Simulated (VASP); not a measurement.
Au:

```
Au
1.0
     2.87071    0.00000    0.00000
    -0.01321    2.87549    0.00000
    -1.16021   -1.20866    5.02059
Au
2
Cartesian
  1.6048 1.5837 1.3759
  0.0925 0.0831 3.6447
```

Base run:

| Quantity | Value |
| --- | --- |
| Program | VASP 6.6.1 |
| Functional | PBE |
| Potentials or basis | VASP PAW PBE potentials, release 64 (Au) |
| Cutoff | 520 eV |
| k mesh | 10 × 10 × 6 |
| Occupations | fermi-dirac, width 0.05 eV |
| Spin | no spin polarisation |

Its results: band gap on the k mesh zero (band 11 reaches 9.81 eV, above the bottom of band 12 at 4.77 eV); pressure -6.6 GPa; largest force 0.101 eV/Å.

**Question.** The run is repeated on the same cell with these changes: functional from PBE to r2SCAN; further incar settings from ALGO = Fast; EDIFF = 1e-07; NBANDS = 18 to ALGO = Normal; EDIFF = 1e-06; NBANDS = 18. What comes out?

**Answer.** Band gap on the k mesh zero (band 11 reaches 9.88 eV, above the bottom of band 12 at 4.43 eV); pressure -9.3 GPa; largest force 0.084 eV/Å.

Caveats: spin-orbit coupling is left out, which moves the levels of the heavy elements; the PAW data sets were made with another functional, which shifts forces and pressure a little (some runs).
